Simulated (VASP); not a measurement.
# TaN (P6_3/mmc) in VASP: notebook

The runs below take TaN through relaxation of cell and atoms, single point, with PBE.

All numbers are computed with VASP 6.6.1; they aren't measurements. Logs are shortened: lines on timing, memory, paths and dates and some standing lists are left out, and cuts for length are marked.

### 1 The cell of the first run

Symmetry: P6_3/mmc, No. 194, hexagonal system. The conventional cell has a = 2.898 Å, b = 2.898 Å, c = 5.875 Å, α = 90.00°, β = 90.00°, γ = 120.00°. Ta (site symmetry -3m) has 6 N at 2.23 Å and 8 Ta at 2.90 to 2.94 Å within 3.0 Å. Within 2.9 Å of N (site symmetry -6m2) lie 6 Ta at 2.23 Å and 6 N at 2.90 Å.

### 2 Relaxation of cell and atoms, PBE, target pressure 18 GPa, at which the enthalpy is minimised

File INCAR:

```
SYSTEM = TaN
ALGO = Normal
EDIFF = 1E-6
EDIFFG = -0.001
ENCUT = 600
GGA = PE
IBRION = 2
ISIF = 3
ISMEAR = -1
LASPH = .TRUE.
LCHARG = .FALSE.
LREAL = .FALSE.
LWAVE = .FALSE.
NELM = 60
NSW = 80
PREC = Accurate
PSTRESS = 180.0
SIGMA = 0.15
```

File KPOINTS:

```
k-points
0
G
  18 18 8
  0 0 0
```

File POSCAR:

```
TaN
1.0
    2.8979928753      0.0000000000      0.0000000000
   -1.4489964376      2.5097354500      0.0000000000
    0.0000000000      0.0000000000      5.8749407349
Ta N
2 2
Direct
    0.0000000000      0.0000000000      0.0000000000
    0.0000000000      0.0000000000      0.5000000000
    0.3333333333      0.6666666667      0.2500000000
    0.6666666667      0.3333333333      0.7500000000
```

Potentials or basis: VASP PAW PBE potentials, release 64 (Ta_pv, N).

On the command line:

```console
> cat potpaw_PBE.64/Ta_pv/POTCAR potpaw_PBE.64/N/POTCAR > POTCAR
> mpirun -np 1 vasp_std > vasp.out
```

OUTCAR:

```text
SYSTEM = TaN
   EDIFF = 1E-6
   EDIFFG = -0.001
   ENCUT = 600
   GGA = PE
   IBRION = 2
   ISIF = 3
   ISMEAR = -1
   LASPH = .TRUE.
   LREAL = .FALSE.
   NELM = 60
   NSW = 80
   PREC = Accurate
   PSTRESS = 180.0

 ion  position               nearest neighbor table
   1  0.000  0.000  0.000-   3 2.23   4 2.23   3 2.23   4 2.23   4 2.23   3 2.23   2 2.94   2 2.94

   2  0.000  0.000  0.500-   3 2.23   4 2.23   3 2.23   4 2.23   4 2.23   3 2.23   1 2.94   1 2.94

   3  0.333  0.667  0.250-   1 2.23   2 2.23   1 2.23   2 2.23   1 2.23   2 2.23
   4  0.667  0.333  0.750-   1 2.23   2 2.23   1 2.23   2 2.23   1 2.23   2 2.23

  LATTYP: Found a hexagonal cell.
 ALAT       =     2.8979928753
 C/A-ratio  =     2.0272447130

  Lattice vectors:

 A1 = (   2.8979928753,   0.0000000000,   0.0000000000)
 A2 = (  -1.4489964376,   2.5097354500,   0.0000000000)
 A3 = (   0.0000000000,   0.0000000000,   5.8749407349)

Analysis of symmetry for initial positions (statically):
=====================================================================
 Subroutine PRICEL returns:
 Original cell was already a primitive cell.

 Routine SETGRP: Setting up the symmetry group for a
 hexagonal supercell.

 Subroutine GETGRP returns: Found 24 space group operations
 (whereof 12 operations were pure point group operations)
 out of a pool of 24 trial point group operations.

The static configuration has the point symmetry D_3d.
 The point group associated with its full space group is D_6h.

Analysis of symmetry for dynamics (positions and initial velocities):
=====================================================================
 Subroutine PRICEL returns:
 Original cell was already a primitive cell.

 Routine SETGRP: Setting up the symmetry group for a
 hexagonal supercell.

 Subroutine GETGRP returns: Found 24 space group operations
 (whereof 12 operations were pure point group operations)
 out of a pool of 24 trial point group operations.

The dynamic configuration has the point symmetry D_3d.
 The point group associated with its full space group is D_6h.

 Subroutine INISYM returns: Found 24 space group operations
 (whereof 12 operations are pure point group operations),
 and found     1 'primitive' translations

----------------------------------------------------------------------------------------

                                     Primitive cell

  volume of cell :      42.7296

  direct lattice vectors                    reciprocal lattice vectors
     2.897992875  0.000000000  0.000000000     0.345066411  0.199224185  0.000000000
    -1.448996438  2.509735450  0.000000000     0.000000000  0.398448370  0.000000000
     0.000000000  0.000000000  5.874940735     0.000000000  0.000000000  0.170214483

  length of vectors
     2.897992875  2.897992875  5.874940735     0.398448370  0.398448370  0.170214483

  position of ions in fractional coordinates (direct lattice)
     0.000000000  0.000000000  0.000000000
     0.000000000  0.000000000  0.500000000
     0.333333333  0.666666667  0.250000000
     0.666666667  0.333333333  0.750000000

  ion indices of the primitive-cell ions
   primitive index   ion index
                 1           1
                 2           2
                 3           3
                 4           4

----------------------------------------------------------------------------------------

 KPOINTS: k-points

Automatic generation of k-mesh.
 Grid dimensions read from file:
 generate k-points for:   18   18    8

 Generating k-lattice:

  Cartesian coordinates                     Fractional coordinates (reciprocal lattice)
     0.019170356  0.011068010  0.000000000     0.055555556  0.000000000  0.000000000
     0.000000000  0.022136021  0.000000000     0.000000000  0.055555556  0.000000000
     0.000000000  0.000000000  0.021276810     0.000000000  0.000000000  0.125000000

  Length of vectors
     0.022136021  0.022136021  0.021276810

  Shift w.r.t. Gamma in fractional coordinates (k-lattice)
     0.000000000  0.000000000  0.000000000

 Subroutine IBZKPT returns following result:
 ===========================================

 Found    185 irreducible k-points:

 Following reciprocal coordinates:
            Coordinates               Weight
  0.000000  0.000000  0.000000      1.000000
  0.055556 -0.000000  0.000000      6.000000
  0.111111 -0.000000  0.000000      6.000000
  0.166667  0.000000  0.000000      6.000000
  0.222222  0.000000  0.000000      6.000000
  0.277778  0.000000  0.000000      6.000000
[... 16 lines left out ...]
  0.333333  0.111111  0.000000     12.000000
  0.388889  0.111111  0.000000     12.000000
 [... further k-points ...]
   k-points           NKPTS =    185   k-points in BZ     NKDIM =    185   number of bands    NBANDS=     20
   number of dos      NEDOS =    301   number of ions     NIONS =      4
   total plane-waves  NPLWV =  27648
   dimension x,y,z NGX =    24 NGY =   24 NGZ =   48
   dimension x,y,z NGXF=    48 NGYF=   48 NGZF=   96
   ions per type =               2   2
   NGX,Y,Z   is equivalent  to a cutoff of  13.77, 13.77, 13.58 a.u.
   NGXF,Y,Z  is equivalent  to a cutoff of  27.54, 27.54, 27.17 a.u.
 SYSTEM =  TaN
   PREC   = accura    normal or accurate (medium, high low for compatibility)
   ISTART =      0    job   : 0-new  1-cont  2-samecut
   ICHARG =      2    charge: 1-file 2-atom 10-const
   ISPIN  =      1    spin polarized calculation?
   LNONCOLLINEAR =      F non collinear calculations
   LSORBIT =      F    spin-orbit coupling
   LASPH  =      T    aspherical Exc in radial PAW
   ENCUT  =  600.0 eV  44.10 Ry    6.64 a.u.   5.79  5.79 11.73*2*pi/ulx,y,z
   NELM   =     60;   NELMIN=  2; NELMDL= -5     # of ELM steps
   EDIFF  = 0.1E-05   stopping-criterion for ELM
   LREAL  =      F    real-space projection
   EDIFFG = -.1E-02   stopping-criterion for IOM
   NSW    =     80    number of steps for IOM
   IBRION =      2    ionic relax: 0-MD 1-quasi-New 2-CG
   NFREE  =      1    steps in history (QN), initial steepest desc. (CG)
   ISIF   =      3    stress and relaxation
   ISYM   =      2    0-nonsym 1-usesym 2-fastsym
   POTIM  = 0.5000    time-step for ionic-motion
   TEBEG  =    0.0;   TEEND  =   0.0 temperature during run
   PSTRESS=  180.0 pullay stress
   NELECT =      32.0000    total number of electrons
   NUPDOWN=      -1.0000    fix difference up-down
   EMIN   =  10.00;   EMAX   =-10.00  energy-range for DOS
   EFERMI =   0.00;   METHOD = LEGACY
   ISMEAR =    -1;   SIGMA  =   0.15  broadening in eV -4-tet -1-fermi 0-gaus
   EFERMI_NEDOS =   21; number of points for ismear=-14 and -15
   IALGO  =     38    algorithm
   IMIX   =      4    mixing-type and parameters
     AMIX     =   0.40;   BMIX     =  1.00
     AMIX_MAG =   1.60;   BMIX_MAG =  1.00
  volume/ion in A,a.u.               =      10.68        72.09
  Fermi-wavevector in a.u.,A,eV,Ry     =   1.486672  2.809403 30.071521  2.210194
  Thomas-Fermi vector in A             =   2.599929
   LORBIT       =      0    0 simple, 1 ext, 2 COOP (PROOUT), +10 PAW based schemes
   GGA     = PE    functional components
   LHFCALC =     F    Hartree Fock is set to
   AEXX    =    0.0000 exact exchange contribution
   IVDW    =     0    specifies the selected vdW correction
   LEPSILON=     F    determine dielectric tensor
   LRPA    =     F    only Hartree local field effects (RPA)
 conjugate gradient relaxation of ions
 non-spin polarized calculation
  energy-cutoff  :      600.00
  volume of cell :       42.73
 maximum number of plane-waves:      1448
 NGX is ok and might be reduce to    24
   NGX = 11   NGY = 11   NGZ = 23

--------------------------------------- Ionic step        1  -------------------------------------------

 number of electron      31.9999999 magnetization

 Free energy of the ion-electron system (eV)
  ---------------------------------------------------
  ext. energy  EPLUGINS =         0.00000000
  ---------------------------------------------------
  free energy    TOTEN  =       -44.04512081 eV

  energy without entropy =      -43.96836344  energy(sigma->0) =      -44.00674213

------------------------ aborting loop because EDIFF is reached ----------------------------------------

  FORCE on cell =-STRESS in cart. coord.  units (eV):
  Direction    XX          YY          ZZ          XY          YZ          ZX
  --------------------------------------------------------------------------------------
  -------------------------------------------------------------------------------------
  Total        2.0361477      2.0361477      2.0596654      0.0000000      0.0000000      0.0000000
  in kB       76.3468474     76.3468474     77.2286608      0.0000000      0.0000000      0.0000000
  external PRESSURE =    -103.3592148 kB  Pullay stress =     180.0000000 kB
[... 305 lines left out ...]
  enthalpy is  TOTEN    =       -39.2824568376 eV   P V=        4.6761760019

--------------------------------------- Ionic step        9  -------------------------------------------

 number of electron      31.9999995 magnetization

 Free energy of the ion-electron system (eV)
  ---------------------------------------------------
  ext. energy  EPLUGINS =         0.00000000
  ---------------------------------------------------
  free energy    TOTEN  =       -43.95394786 eV

  energy without entropy =      -43.88077433  energy(sigma->0) =      -43.91736109

 E-fermi :   8.6372     XC(G=0): -13.5479

 val. band max:        8.6294869435   @ k =   0.2222   0.1667   0.3750
 cond. band min:       8.6503650111   @ k =   0.3333   0.2778   0.1250
 fundamental gap:      0.0208780676
 Fermi energy:         8.6372131135

 k-point     1 :       0.0000    0.0000    0.0000
  band No.  band energies     occupation
      1     -26.9781      2.00000
      2     -26.0989      2.00000
      3     -25.8049      2.00000
      4     -25.8049      2.00000
      5     -25.7334      2.00000
      6     -25.7334      2.00000
[... 12 lines left out ...]
     19       9.2423      0.03478
[... 513 lines left out ...]
      4     -26.1837      2.00000
      5     -26.0867      2.00000
      6     -25.9093      2.00000
[... 12 lines left out ...]
     19      13.2789      0.00000
     20      13.6107      0.00000

 [... further k-points ...]

------------------------ aborting loop because EDIFF is reached ----------------------------------------

  FORCE on cell =-STRESS in cart. coord.  units (eV):
  Direction    XX          YY          ZZ          XY          YZ          ZX
  --------------------------------------------------------------------------------------
  -------------------------------------------------------------------------------------
  Total        4.6707843      4.6707843      4.6689020      0.0000000      0.0000000     -0.0000000
  in kB      179.9746377    179.9746377    179.9021077      0.0000000      0.0000000     -0.0000000
  external PRESSURE =      -0.0495390 kB  Pullay stress =     180.0000000 kB
[... 19 lines left out ...]
  FREE ENERGIE OF THE ION-ELECTRON SYSTEM (eV)
  ---------------------------------------------------
  free  energy   TOTEN  =       -43.9539478564 eV

  energy  without entropy=      -43.8807743257  energy(sigma->0) =      -43.91736109

  enthalpy is  TOTEN    =       -39.2825052923 eV   P V=        4.6714425641

 reached required accuracy - stopping structural energy minimisation
```

Wall time 7.8 min (1 thread of AMD EPYC 9R45 (Zen 5), shared host); peak memory 0.29 GiB.

What came out:

```yaml
Free_energy: -43.9539 eV
Relaxed_volume: 10.40 Å³/atom
Relaxed_cell: a = 2.869 Å, b = 2.869 Å, c = 5.831 Å, α = 90.00°, β = 90.00°, γ = 120.00°
Space_group_after_relaxing_to_0.1_Å: P6_3/mmc (No. 194)
Energy_change_on_relaxing_the_run_minimises_the_enthalpy: +22.8 meV/atom
Ionic_steps: 9
Pressure_after_relaxing: 18.0 GPa
Band_gap_on_the_k_mesh: zero (bands 16 and 17 overlap by 1.05 eV)
```

The path:
```tsv
step	energy change (eV)	largest force (eV/Å)	pressure (GPa)	volume (Å³)
1	0.0000	0.0000	7.66	42.73
2	0.7327	0.0000	53.23	38.61
3	0.0867	0.0000	17.69	41.62
4	0.0900	0.0000	17.96	41.59
5	0.0925	0.0000	18.19	41.57
6	0.0943	0.0000	18.20	41.55
7	0.0933	0.0000	18.20	41.56
8	0.0865	0.0000	17.65	41.62
9	0.0912	0.0000	18.00	41.58
```

Final structure:
```
CELL_PARAMETERS angstrom
2.86943 0.00000 0.00000
-1.43471 2.48500 0.00000
0.00000 0.00000 5.83134
ATOMIC_POSITIONS crystal
Ta 0.00000 0.00000 0.00000
Ta 0.00000 0.00000 0.50000
N 0.33333 0.66667 0.25000
N 0.66667 0.33333 0.75000
```

Caveat: the cell is relaxed towards a set pressure, so the run minimises the enthalpy, not the energy; spin-orbit coupling is left out, which moves the levels of the heavy elements.

### 3 Single point, PBE (11.55 Å³/atom)

This run uses another cell than the first one, of 11.55 Å³/atom.

File INCAR:

```
SYSTEM = TaN
  ALGO = Normal
  EDIFF = 1E-6
  ENCUT = 700
  GGA = PE
  GGA_COMPAT = .False.
  ISIF = 2
  ISMEAR = 0
  LASPH = .True.
  LCHARG = .True.
  LELF = .True.
  LREAL = .False.
  LVHAR = .True.
  LWAVE = .False.
  NBANDS = 26
  NELM = 120
  PREC = Accurate
  SIGMA = 0.1
```

File KPOINTS:

```
k-points
0
Gamma
  18 18 8
  0 0 0
```

File POSCAR:

```
TaN
1.0
    2.9785324901      0.0000000000      0.0000000000
   -1.4892662450      2.5794848024      0.0000000000
    0.0000000000      0.0000000000      6.0139962102
Ta N
2 2
Direct
    0.0000000000      0.0000000000      0.0000000000
    0.0000000000      0.0000000000      0.5000000000
    0.3333333333      0.6666666667      0.2500000000
    0.6666666667      0.3333333333      0.7500000000
```

Potentials or basis: VASP PAW PBE potentials, release 64 (Ta_sv_GW, N).

On the command line:

```console
> cat potpaw_PBE.64/Ta_sv_GW/POTCAR potpaw_PBE.64/N/POTCAR > POTCAR
> mpirun -np 1 vasp_std > vasp.out
```

OUTCAR:

```text
SYSTEM = TaN
   EDIFF = 1E-6
   ENCUT = 700
   GGA = PE
   ISIF = 2
   ISMEAR = 0
   LASPH = .True.
   LREAL = .False.
   NELM = 120
   PREC = Accurate

 ion  position               nearest neighbor table
   1  0.000  0.000  0.000-   3 2.28   4 2.28   3 2.28   4 2.28   4 2.28   3 2.28   2 3.01   2 3.01

   2  0.000  0.000  0.500-   3 2.28   4 2.28   3 2.28   4 2.28   4 2.28   3 2.28   1 3.01   1 3.01

   3  0.333  0.667  0.250-   1 2.28   2 2.28   1 2.28   2 2.28   1 2.28   2 2.28
   4  0.667  0.333  0.750-   1 2.28   2 2.28   1 2.28   2 2.28   1 2.28   2 2.28

  LATTYP: Found a hexagonal cell.
 ALAT       =     2.9785324901
 C/A-ratio  =     2.0191138523

  Lattice vectors:

 A1 = (   2.9785324901,   0.0000000000,   0.0000000000)
 A2 = (  -1.4892662450,   2.5794848024,   0.0000000000)
 A3 = (   0.0000000000,   0.0000000000,   6.0139962102)

Analysis of symmetry for initial positions (statically):
=====================================================================
 Subroutine PRICEL returns:
 Original cell was already a primitive cell.

 Routine SETGRP: Setting up the symmetry group for a
 hexagonal supercell.

 Subroutine GETGRP returns: Found 24 space group operations
 (whereof 12 operations were pure point group operations)
 out of a pool of 24 trial point group operations.

The static configuration has the point symmetry D_3d.
 The point group associated with its full space group is D_6h.

Analysis of symmetry for dynamics (positions and initial velocities):
=====================================================================
 Subroutine PRICEL returns:
 Original cell was already a primitive cell.

 Routine SETGRP: Setting up the symmetry group for a
 hexagonal supercell.

 Subroutine GETGRP returns: Found 24 space group operations
 (whereof 12 operations were pure point group operations)
[... 123 lines left out ...]
   EFERMI_NEDOS =   21; number of points for ismear=-14 and -15
   IALGO  =     38    algorithm
   IMIX   =      4    mixing-type and parameters
     AMIX     =   0.40;   BMIX     =  1.00
     AMIX_MAG =   1.60;   BMIX_MAG =  1.00
  volume/ion in A,a.u.               =      11.55        77.95
  Fermi-wavevector in a.u.,A,eV,Ry     =   1.506409  2.846700 30.875258  2.269267
  Thomas-Fermi vector in A             =   2.617130
   LORBIT       =      0    0 simple, 1 ext, 2 COOP (PROOUT), +10 PAW based schemes
   GGA     = PE    functional components
   LHFCALC =     F    Hartree Fock is set to
   AEXX    =    0.0000 exact exchange contribution
   IVDW    =     0    specifies the selected vdW correction
   LEPSILON=     F    determine dielectric tensor
   LRPA    =     F    only Hartree local field effects (RPA)
 non-spin polarized calculation
 Gauss-broadening in eV      SIGMA  =   0.10
  energy-cutoff  :      700.00
  volume of cell :       46.21
 maximum number of plane-waves:      1974
 NGX is ok and might be reduce to    28
   NGX = 13   NGY = 13   NGZ = 25

 number of electron      35.9999998 magnetization

 Free energy of the ion-electron system (eV)
  ---------------------------------------------------
  ext. energy  EPLUGINS =         0.00000000
  ---------------------------------------------------
  free energy    TOTEN  =       -48.94019522 eV

  energy without entropy =      -48.93413864  energy(sigma->0) =      -48.93716693

 E-fermi :  11.4925     XC(G=0): -13.2854

 val. band max:       11.4844420816   @ k =   0.2222   0.1667   0.3750
 cond. band min:      11.4949991510   @ k =   0.1667   0.1111   0.5000
 fundamental gap:      0.0105570694
 Fermi energy:        11.4925486277

 k-point     1 :       0.0000    0.0000    0.0000
  band No.  band energies     occupation
      1     -57.2406      2.00000
      2     -57.2121      2.00000
      3     -24.1207      2.00000
      4     -23.5057      2.00000
      5     -23.2979      2.00000
      6     -23.2979      2.00000
[... 685 lines left out ...]
     25      17.5349      0.00000
     26      18.4919      0.00000

 [... further k-points ...]

------------------------ aborting loop because EDIFF is reached ----------------------------------------

  FORCE on cell =-STRESS in cart. coord.  units (eV):
  Direction    XX          YY          ZZ          XY          YZ          ZX
  --------------------------------------------------------------------------------------
  -------------------------------------------------------------------------------------
  Total       -4.8782383     -4.8782383     -4.8654640     -0.0000000      0.0000000     -0.0000000
  in kB     -169.1512187   -169.1512187   -168.7082725     -0.0000000      0.0000000     -0.0000000
  external PRESSURE =    -169.0035700 kB  Pullay stress =       0.0000000 kB

 VOLUME and BASIS-vectors are now :
 -----------------------------------------------------------------------------
  energy-cutoff  :      700.00
  volume of cell :       46.21
      direct lattice vectors                 reciprocal lattice vectors
     2.978532490  0.000000000  0.000000000     0.335735804  0.193837157  0.000000000
    -1.489266245  2.579484802  0.000000000     0.000000000  0.387674314  0.000000000
     0.000000000  0.000000000  6.013996210     0.000000000  0.000000000  0.166278788

 POSITION                                       TOTAL-FORCE (eV/Angst)
 -----------------------------------------------------------------------------------
      0.00000      0.00000      0.00000         0.000000      0.000000     -0.000000
      0.00000      0.00000      3.00700         0.000000      0.000000     -0.000000
     -0.00000      1.71966      1.50350        -0.000000     -0.000000     -0.000000
      1.48927      0.85983      4.51050         0.000000      0.000000      0.000000
 -----------------------------------------------------------------------------------
    total drift:                                0.000000     -0.000000      0.000000

  FREE ENERGIE OF THE ION-ELECTRON SYSTEM (eV)
  ---------------------------------------------------
  free  energy   TOTEN  =       -48.9401952237 eV

  energy  without entropy=      -48.9341386437  energy(sigma->0) =      -48.93716693
```

stdout:

```text
POSCAR found type information on POSCAR TaN
 POSCAR found :  2 types and       4 ions
 scaLAPACK will be used
 LDA part: xc-table for (Slater+PW92), standard interpolation
 POSCAR, INCAR and KPOINTS ok, starting setup
 FFT: planning ... GRIDC
 FFT: planning ... GRID_SOFT
 FFT: planning ... GRID
 WAVECAR not read
 entering main loop
```

Run time: 5.2 min. Hardware: 1 thread of AMD EPYC 9R45 (Zen 5), shared host; peak memory 0.4 GiB.

What came out:

```
Free energy            : -48.9402 eV
Pressure               : -16.9 GPa
Band gap on the k mesh : zero (bands 18 and 19 overlap by 0.89 eV)
```

Caveat: the cell stands under tension; spin-orbit coupling is left out, which moves the levels of the heavy elements.

(Continued in part 2 of 2.)

The gap in the log of VASP goes by the Fermi energy; the results here count the filled bands.